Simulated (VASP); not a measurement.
# Sc (Cmcm) in VASP: a series of runs

The runs below take Sc through single point, with PBE.

Program: VASP 6.6.1. These are calculated values, not measurements. Logs are shortened: lines on timing, memory, paths and dates and some standing lists are left out, and cuts for length are marked.

### Step 1. The cell of the first run

Symmetry: Cmcm, No. 63, orthorhombic system. Conventional cell: a = 3.441 Å, b = 5.502 Å, c = 5.268 Å, α = 90.00°, β = 90.00°, γ = 90.00°. Sc (site symmetry m2m) has 12 Sc at 3.21 to 3.44 Å within 4.2 Å.

### Step 2. Single point, PBE (strain +0.0400 x Voigt [1, -1, 0, 0, 0, 0])

INCAR

```
SYSTEM = Sc
  PREC = Accurate
  ENCUT = 520
  EDIFF = 1E-6
  ISMEAR = 0
  SIGMA = 0.15
  LREAL = .FALSE.
  LASPH = .TRUE.
  NELM = 60
  ALGO = Fast
  ISIF = 2
  LWAVE = .FALSE.
  LCHARG = .FALSE.
  GGA = PE
  NBANDS = 18
```

KPOINTS

```
Automatic mesh
0
G
  18 18 10
  0 0 0
```

POSCAR

```
Sc
1.0
    3.4411498132      0.0000000000      0.0000000000
   -1.7205749066      2.7508829136      0.0000000000
    0.0000000000      0.0000000000      5.2680000000
Sc
2
Direct
    0.3333333333      0.6666666667      0.2500000000
    0.6666666667      0.3333333333      0.7500000000
```

Potentials or basis: VASP PAW PBE potentials, release 64 (Sc_sv).

Run with:

```sh
> cat potpaw_PBE.64/Sc_sv/POTCAR > POTCAR
> mpirun -np 1 vasp_std > vasp.out
```

OUTCAR:

```text
SYSTEM = Sc
   PREC = Accurate
   ENCUT = 520
   EDIFF = 1E-6
   ISMEAR = 0
   LREAL = .FALSE.
   LASPH = .TRUE.
   NELM = 60
   ISIF = 2
   GGA = PE

 ion  position               nearest neighbor table
   1  0.333  0.667  0.250-   2 3.21   2 3.21   2 3.28   2 3.28   2 3.28   2 3.28
   2  0.667  0.333  0.750-   1 3.21   1 3.21   1 3.28   1 3.28   1 3.28   1 3.28

  Warning from LATTYP: Monoclinic adjustment (A1->A3, A2->A1, A3->A2)!
  LATTYP: Found a base centered orthorhombic cell.
 ALAT       =     3.4411498132
 B/A-ratio  =     1.5988161300
 C/A-ratio  =     1.5308836540

  Lattice vectors:

 A1 = (   1.7205749066,  -2.7508829136,   0.0000000000)
 A2 = (   1.7205749066,   2.7508829136,   0.0000000000)
 A3 = (   0.0000000000,   0.0000000000,   5.2680000000)

Analysis of symmetry for initial positions (statically):
=====================================================================
 Subroutine PRICEL returns:
 Original cell was already a primitive cell.

 Routine SETGRP: Setting up the symmetry group for a
 base centered orthorhombic supercell.

 Subroutine GETGRP returns: Found  8 space group operations
 (whereof  4 operations were pure point group operations)
 out of a pool of  8 trial point group operations.

The static configuration has the point symmetry C_2h.
 The point group associated with its full space group is D_2h.

Analysis of symmetry for dynamics (positions and initial velocities):
=====================================================================
 Subroutine PRICEL returns:
 Original cell was already a primitive cell.

 Routine SETGRP: Setting up the symmetry group for a
 base centered orthorhombic supercell.

 Subroutine GETGRP returns: Found  8 space group operations
 (whereof  4 operations were pure point group operations)
 out of a pool of  8 trial point group operations.

The dynamic configuration has the point symmetry C_2h.
 The point group associated with its full space group is D_2h.

 Subroutine INISYM returns: Found  8 space group operations
 (whereof  4 operations are pure point group operations),
 and found     1 'primitive' translations

----------------------------------------------------------------------------------------

                                     Primitive cell

  volume of cell :      49.8679

  direct lattice vectors                    reciprocal lattice vectors
     3.441149813  0.000000000  0.000000000     0.290600542  0.181759826  0.000000000
    -1.720574907  2.750882914  0.000000000     0.000000000  0.363519652  0.000000000
     0.000000000  0.000000000  5.268000000     0.000000000  0.000000000  0.189825361

  length of vectors
     3.441149813  3.244647102  5.268000000     0.342761301  0.363519652  0.189825361

  position of ions in fractional coordinates (direct lattice)
     0.333333333  0.666666667  0.250000000
     0.666666667  0.333333333  0.750000000

  ion indices of the primitive-cell ions
   primitive index   ion index
                 1           1
                 2           2

----------------------------------------------------------------------------------------

 KPOINTS: Automatic mesh

Automatic generation of k-mesh.
 Grid dimensions read from file:
 generate k-points for:   18   18   10

 Generating k-lattice:

  Cartesian coordinates                     Fractional coordinates (reciprocal lattice)
     0.016144475  0.010097768  0.000000000     0.055555556 -0.000000000  0.000000000
     0.000000000  0.020195536  0.000000000     0.000000000  0.055555556  0.000000000
     0.000000000  0.000000000  0.018982536     0.000000000  0.000000000  0.100000000

  Length of vectors
     0.019042294  0.020195536  0.018982536

  Shift w.r.t. Gamma in fractional coordinates (k-lattice)
     0.000000000  0.000000000  0.000000000

 Subroutine IBZKPT returns following result:
 ===========================================

 Found    546 irreducible k-points:

 Following reciprocal coordinates:
            Coordinates               Weight
  0.000000  0.000000  0.000000      1.000000
  0.055556  0.000000  0.000000      4.000000
  0.111111  0.000000  0.000000      4.000000
  0.166667  0.000000  0.000000      4.000000
  0.222222  0.000000  0.000000      4.000000
  0.277778 -0.000000  0.000000      4.000000
[... 16 lines left out ...]
 -0.333333  0.055556  0.000000      4.000000
 -0.277778  0.055556  0.000000      4.000000
 [... further k-points ...]
   k-points           NKPTS =    546   k-points in BZ     NKDIM =    546   number of bands    NBANDS=     18
   number of dos      NEDOS =    301   number of ions     NIONS =      2
   total plane-waves  NPLWV =  26880
   dimension x,y,z NGX =    28 NGY =   24 NGZ =   40
   dimension x,y,z NGXF=    56 NGYF=   48 NGZF=   80
   ions per type =               2
   NGX,Y,Z   is equivalent  to a cutoff of  13.53, 12.30, 12.62 a.u.
   NGXF,Y,Z  is equivalent  to a cutoff of  27.05, 24.59, 25.25 a.u.
 SYSTEM =  Sc
   PREC   = accura    normal or accurate (medium, high low for compatibility)
   ISTART =      0    job   : 0-new  1-cont  2-samecut
   ICHARG =      2    charge: 1-file 2-atom 10-const
   ISPIN  =      1    spin polarized calculation?
   LNONCOLLINEAR =      F non collinear calculations
   LSORBIT =      F    spin-orbit coupling
   LASPH  =      T    aspherical Exc in radial PAW
   ENCUT  =  520.0 eV  38.22 Ry    6.18 a.u.   6.40  6.03  9.79*2*pi/ulx,y,z
   NELM   =     60;   NELMIN=  2; NELMDL= -5     # of ELM steps
   EDIFF  = 0.1E-05   stopping-criterion for ELM
   LREAL  =      F    real-space projection
   EDIFFG = 0.1E-04   stopping-criterion for IOM
   NSW    =      0    number of steps for IOM
   IBRION =     -1    ionic relax: 0-MD 1-quasi-New 2-CG
   NFREE  =      0    steps in history (QN), initial steepest desc. (CG)
   ISIF   =      2    stress and relaxation
   ISYM   =      2    0-nonsym 1-usesym 2-fastsym
   POTIM  = 0.5000    time-step for ionic-motion
   TEBEG  =    0.0;   TEEND  =   0.0 temperature during run
   PSTRESS=    0.0 pullay stress
   NELECT =      22.0000    total number of electrons
   NUPDOWN=      -1.0000    fix difference up-down
   EMIN   =  10.00;   EMAX   =-10.00  energy-range for DOS
   EFERMI =   0.00;   METHOD = LEGACY
   ISMEAR =     0;   SIGMA  =   0.15  broadening in eV -4-tet -1-fermi 0-gaus
   EFERMI_NEDOS =   21; number of points for ismear=-14 and -15
   IALGO  =     68    algorithm
   IMIX   =      4    mixing-type and parameters
     AMIX     =   0.40;   BMIX     =  1.00
     AMIX_MAG =   1.60;   BMIX_MAG =  1.00
  volume/ion in A,a.u.               =      24.93       168.26
  Fermi-wavevector in a.u.,A,eV,Ry     =   1.246260  2.355089 21.132071  1.553163
  Thomas-Fermi vector in A             =   2.380445
   LORBIT       =      0    0 simple, 1 ext, 2 COOP (PROOUT), +10 PAW based schemes
   GGA     = PE    functional components
   LHFCALC =     F    Hartree Fock is set to
   AEXX    =    0.0000 exact exchange contribution
   IVDW    =     0    specifies the selected vdW correction
   LEPSILON=     F    determine dielectric tensor
   LRPA    =     F    only Hartree local field effects (RPA)
 non-spin polarized calculation
 RMM-DIIS sequential band-by-band and
 Gauss-broadening in eV      SIGMA  =   0.15
  energy-cutoff  :      520.00
  volume of cell :       49.87
 maximum number of plane-waves:      1370
 NGX is ok and might be reduce to    28
   NGX = 13   NGY = 13   NGZ = 19

 number of electron      22.0000000 magnetization

 Free energy of the ion-electron system (eV)
  ---------------------------------------------------
  ext. energy  EPLUGINS =         0.00000000
  ---------------------------------------------------
  free energy    TOTEN  =       -12.48185476 eV

  energy without entropy =      -12.43306777  energy(sigma->0) =      -12.45746126

 E-fermi :   3.6183     XC(G=0):  -9.8308

 val. band max:        3.6173924304   @ k =   0.0000   0.3889   0.4000
 cond. band min:       3.6185717055   @ k =   0.0556   0.4444   0.4000
 fundamental gap:      0.0011792751
 Fermi energy:         3.6182952719

 k-point     1 :       0.0000    0.0000    0.0000
  band No.  band energies     occupation
      1     -45.8405      2.00000
      2     -45.7786      2.00000
      3     -24.6474      2.00000
      4     -24.3287      2.00000
      5     -24.3120      2.00000
      6     -24.2733      2.00000
[... 10 lines left out ...]
     17       5.9762      0.00000
     18       6.0501      0.00000

 k-point     2 :       0.0556    0.0000    0.0000
  band No.  band energies     occupation
      1     -45.8392      2.00000
      2     -45.7780      2.00000
      3     -24.6438      2.00000
      4     -24.3343      2.00000
      5     -24.3163      2.00000
      6     -24.2790      2.00000
[... 10 lines left out ...]
     17       5.9893      0.00000
     18       5.9983      0.00000

 k-point     3 :       0.1111    0.0000    0.0000
  band No.  band energies     occupation
      1     -45.8353      2.00000
      2     -45.7765      2.00000
      3     -24.6331      2.00000
      4     -24.3545      2.00000
      5     -24.3245      2.00000
      6     -24.2998      2.00000
[... 10 lines left out ...]
     17       5.8867      0.00000
     18       6.0484      0.00000

 k-point     4 :       0.1667    0.0000    0.0000
  band No.  band energies     occupation
      1     -45.8292      2.00000
      2     -45.7743      2.00000
      3     -24.6161      2.00000
      4     -24.3886      2.00000
      5     -24.3372      2.00000
      6     -24.3311      2.00000
[... 375 lines left out ...]
      4     -24.5278      2.00000
      5     -24.4730      2.00000
      6     -24.3755      2.00000
[... 10 lines left out ...]
     17       6.9505      0.00000
     18       7.1159      0.00000

 k-point    23 :      -0.3333    0.0556    0.0000
  band No.  band energies     occupation
      1     -45.8092      2.00000
      2     -45.7687      2.00000
      3     -24.5546      2.00000
      4     -24.4904      2.00000
      5     -24.4339      2.00000
      6     -24.3675      2.00000
[... 10 lines left out ...]
     17       6.6518      0.00000
     18       6.8631      0.00000

 k-point    24 :      -0.2778    0.0556    0.0000
  band No.  band energies     occupation
      1     -45.8177      2.00000
      2     -45.7709      2.00000
      3     -24.5811      2.00000
      4     -24.4454      2.00000
      5     -24.3919      2.00000
      6     -24.3565      2.00000
[... 10 lines left out ...]
     17       6.3594      0.00000
     18       6.6064      0.00000

 [... further k-points ...]

------------------------ aborting loop because EDIFF is reached ----------------------------------------

  FORCE on cell =-STRESS in cart. coord.  units (eV):
  Direction    XX          YY          ZZ          XY          YZ          ZX
  --------------------------------------------------------------------------------------
  -------------------------------------------------------------------------------------
  Total       -0.8196091      0.8794098     -0.4325385      0.0000000      0.0000000      0.0000000
  in kB      -26.3327321     28.2540307    -13.8967697      0.0000000      0.0000000      0.0000000
  external PRESSURE =      -3.9918237 kB  Pullay stress =       0.0000000 kB

 VOLUME and BASIS-vectors are now :
 -----------------------------------------------------------------------------
  energy-cutoff  :      520.00
  volume of cell :       49.87
      direct lattice vectors                 reciprocal lattice vectors
     3.441149813  0.000000000  0.000000000     0.290600542  0.181759826  0.000000000
    -1.720574907  2.750882914  0.000000000     0.000000000  0.363519652  0.000000000
     0.000000000  0.000000000  5.268000000     0.000000000  0.000000000  0.189825361

 POSITION                                       TOTAL-FORCE (eV/Angst)
 -----------------------------------------------------------------------------------
     -0.00000      1.83392      1.31700        -0.000000     -0.122976      0.000000
      1.72057      0.91696      3.95100         0.000000      0.122976      0.000000
 -----------------------------------------------------------------------------------
    total drift:                                0.000000     -0.000000     -0.000000

  FREE ENERGIE OF THE ION-ELECTRON SYSTEM (eV)
  ---------------------------------------------------
  free  energy   TOTEN  =       -12.4818547629 eV

  energy  without entropy=      -12.4330677661  energy(sigma->0) =      -12.45746126
```

Wall time 3.7 min (1 thread of Intel Xeon 6975P-C (Granite Rapids), shared host); peak memory 0.48 GiB.

What came out:

- Free energy: -12.4819 eV
- Pressure: -0.4 GPa
- Largest force: 0.123 eV/Å
- Band gap on the k mesh: zero (bands 11 and 12 overlap by 1.28 eV)

Forces on the atoms (eV/Å):
```
Sc   0.000 -0.123  0.000
Sc   0.000  0.123  0.000
```

Caveat: the cell differs from its parent crystal (strain +0.0400 x Voigt [1, -1, 0, 0, 0, 0]); the stress differs along the axes, from -3 to 3 GPa.

### Step 3. Single point, PBE (strain -0.0300 x Voigt [1, -1, 0, 0, 0, 0])

INCAR

```
SYSTEM = Sc
ALGO = Fast
EDIFF = 1E-6
ENCUT = 520
GGA = PE
ISIF = 2
ISMEAR = 0
LASPH = .True.
LCHARG = .True.
LELF = .True.
LREAL = .False.
LVHAR = .True.
LWAVE = .False.
NBANDS = 18
NELM = 80
PREC = Accurate
SIGMA = 0.15
```

KPOINTS

```
k-points
0
Gamma
  18 18 10
  0 0 0
```

POSCAR

```
Sc
1.0
    3.2095339604      0.0000000000      0.0000000000
   -1.6047669802      2.9514681261      0.0000000000
    0.0000000000      0.0000000000      5.2680000000
Sc
2
Direct
    0.3333333333      0.6666666667      0.2500000000
    0.6666666667      0.3333333333      0.7500000000
```

Potentials or basis: VASP PAW PBE potentials, release 64 (Sc_sv).

Run with:

```sh
> cat potpaw_PBE.64/Sc_sv/POTCAR > POTCAR
> mpirun -np 1 vasp_std > vasp.out
```

Run time: 3.4 min. Hardware: 1 thread of Intel Xeon 6975P-C (Granite Rapids), shared host; peak memory 0.49 GiB.

Results (log left out):

```yaml
Free_energy: -12.4961 eV
Pressure: -0.5 GPa
Largest_force: 0.094 eV/Å
Band_gap_on_the_k_mesh: zero (bands 11 and 12 overlap by 1.36 eV)
```

Forces on the atoms (eV/Å):
```
Sc   0.000  0.094  0.000
Sc   0.000 -0.094  0.000
```

Stress tensor (GPa, compression positive):
```
 2.27  0.00  0.00
 0.00 -2.20  0.00
 0.00  0.00 -1.49
```

Levels at points of the mesh, in eV from the Fermi level:
```tsv
k point	band 8	band 9	band 10	band 11	band 12	band 13	band 14	band 15
(0.00, 0.00, 0.00)	-27.87	-5.11	-1.66	0.42	1.29	1.67	1.77	1.90
(0.50, 0.00, 0.00)	-27.93	-1.52	-1.00	-0.69	-0.22	1.12	1.41	1.86
(0.00, 0.50, 0.00)	-27.90	-1.71	-1.12	-0.68	-0.41	1.12	1.56	1.64
(0.00, 0.00, 0.50)	-27.90	-3.62	-3.62	0.88	0.88	1.27	1.27	1.80
(0.50, 0.00, 0.50)	-27.96	-1.42	-1.42	0.08	0.08	1.34	1.34	2.30
(0.00, 0.50, 0.50)	-27.95	-1.53	-1.53	-0.04	-0.04	1.06	1.06	2.57
```

Caveat: the cell differs from its parent crystal (strain -0.0300 x Voigt [1, -1, 0, 0, 0, 0]).
